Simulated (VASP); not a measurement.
A run of VASP 6.6.1 is set up as follows.

Contents of INCAR:

```
SYSTEM = Si8O17
PREC = Accurate
ENCUT = 520
EDIFF = 1E-6
ISMEAR = -1
SIGMA = 0.02
LREAL = Auto
LASPH = .True.
NELM = 150
ALGO = Normal
ISIF = 2
LWAVE = .False.
LCHARG = .False.
ISPIN = 2
MAGMOM = 0 0 0 0 0 0 0 0 0 0 0 0 0 0 0.06 0 0 0 0.1 0 0 0.06 0 0 1.56
LORBIT = 11
GGA = PE
IVDW = 12
NBANDS = 89
```

The input KPOINTS:

```
Automatic mesh
0
Gamma
  1 1 1
  0 0 0
```

The input POSCAR:

```
Si8O17
1.0
   -4.9028000000     -4.9028000000      0.0000000000
    4.9028000000     -4.9028000000      0.0000000000
    0.0000000000      0.0000000000      6.7782000000
Si O
8 17
Direct
    0.2112568328      0.5051297218      0.0070225134
   -0.0095047728      0.2003752957      0.2265055619
    0.8178285877      0.4976849963      0.5000147532
    0.0234049931      0.7935771396      0.7572954472
    0.6933792935     -0.0240066901      0.0038505798
    0.4840601289      0.7013645264      0.2801628751
    0.2927918740      0.0067308477      0.4919005046
    0.5088928775      0.3014603900      0.7503024402
    0.3769988578      0.5160010606      0.1781151338
    0.8845557641      0.2936077344      0.4207311676
    0.6543097822      0.4669678551      0.6773184621
    0.1728706046      0.7260239047      0.9230179104
    0.9830403035      0.6287325610      0.6073736390
    0.6993044791      0.6375642490      0.3578973769
    0.0285041201      0.3698192869      0.0661089965
    0.2991045933      0.3921534633      0.8091233661
    0.8630782410      0.0140735906      0.1699566257
    0.3536346577      0.7863465775      0.4521259331
    0.1094782573      0.9786142612      0.6415862618
    0.6325976993      0.1942155503      0.9344958839
    0.4501815289      0.1410316554      0.5856274527
    0.1974280003      0.1138227136      0.3096249742
    0.5266684344      0.8499530880      0.1040394205
    0.8041017378      0.8679836012      0.8223127084
    0.2201701069      0.0429652444     -0.0775427105
```

Potentials or basis: VASP PAW PBE potentials, release 64 (Si, O).

Launch:

```console
$ cat potpaw_PBE.64/Si/POTCAR potpaw_PBE.64/O/POTCAR > POTCAR
$ mpirun -np 1 vasp_gam > vasp.out
```

Problem. What does it give for the band gap on the k mesh?

Solution. 1.49 eV.

Problem. Predict the net moment.

Solution. 2.00 μB per cell.

Problem. Predict the site moments.

Solution. Si +0.00, -0.00; O -0.00, +0.00, +0.06, +0.01, +0.05, +0.17, +0.03, +1.35 μB.

Stress tensor (GPa, compression positive):
```
 2.25 -1.56  0.98
-1.56  3.74 -0.31
 0.98 -0.31  5.82
```

Caveat: the k points lie up to 0.93 Å⁻¹ apart.
